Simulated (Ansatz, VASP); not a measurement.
## GaSb: VASP beside Ansatz

```
Ga Sb
1.0
     0.00000    3.06588    3.06588
     3.06588    0.00000    3.06588
     3.06588    3.06588    0.00000
Ga Sb
1 1
Direct
  0.00000 0.00000 0.00000
  0.25000 0.25000 0.25000
```

Alike in both runs: task single point; functional PBE-based global hybrid with a share of 0.75 of exact exchange; k mesh 4 × 4 × 4; occupations fermi-dirac, width 0.02 eV; no spin polarisation.

```csv
,VASP,Ansatz
version,VASP 6.6.1,Ansatz 0.2.0
potentials or method,"VASP PAW PBE potentials, release 64 (Ga_d, Sb_d_GW)",plane waves
plane-wave cutoff (eV),400,420
valence electrons in the cell,28,28
```

Ansatz gave:

| Quantity | Value |
| --- | --- |
| gap on the k mesh at the Fermi level (eV) | 4.61 |

Task: Estimate VASP's values.

Result: gap on the k mesh at the Fermi level (eV): 4.73.

VASP's potentials were made for PBE, not for PBE-based global hybrid. With one functional, cell and mesh, what is left measures potentials, basis and numerics. Ansatz's warnings: stress exchange threshold loose, stress scf threshold loose.

The k mesh is coarse, so the values compare programs but aren't converged. Neither program's run includes spin-orbit coupling.
